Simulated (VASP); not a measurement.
A run of VASP 6.6.1 is set up as follows.

Contents of INCAR:

```
  ALGO = Normal
  EDIFF = 1E-6
  ENCUT = 500
  GGA_COMPAT = False
  ISIF = 2
  ISMEAR = 0
  LASPH = True
  LCHARG = False
  LREAL = False
  LWAVE = False
  NBANDS = 11
  NELM = 120
  PREC = Accurate
  SIGMA = 0.3
```

The input KPOINTS:

```
k-points
0
Gamma
  5 5 5
```

The input POSCAR:

```
Pt
1.0
   -1.5842200000      1.5842200000      1.5842200000
    1.5842200000     -1.5842200000      1.5842200000
    1.5842200000      1.5842200000     -1.5842200000
Pt
1
Direct
    0.0000000000      0.0000000000      0.0000000000
```

Potentials or basis: VASP PAW LDA potentials, release 64 (Pt).

The run is started by

```sh
$ cat potpaw_LDA.64/Pt/POTCAR > POTCAR
$ mpirun -np 1 vasp_std > vasp.out
```

(1) What does it give for the pressure?

(2) Estimate the band gap on the k mesh.

Answers

(1) -12.9 GPa.

(2) zero (band 5 reaches 10.12 eV, above the bottom of band 6 at 8.98 eV).

Caveat: the k points lie up to 0.56 Å⁻¹ apart; spin-orbit coupling is left out, which moves the levels of the heavy elements.
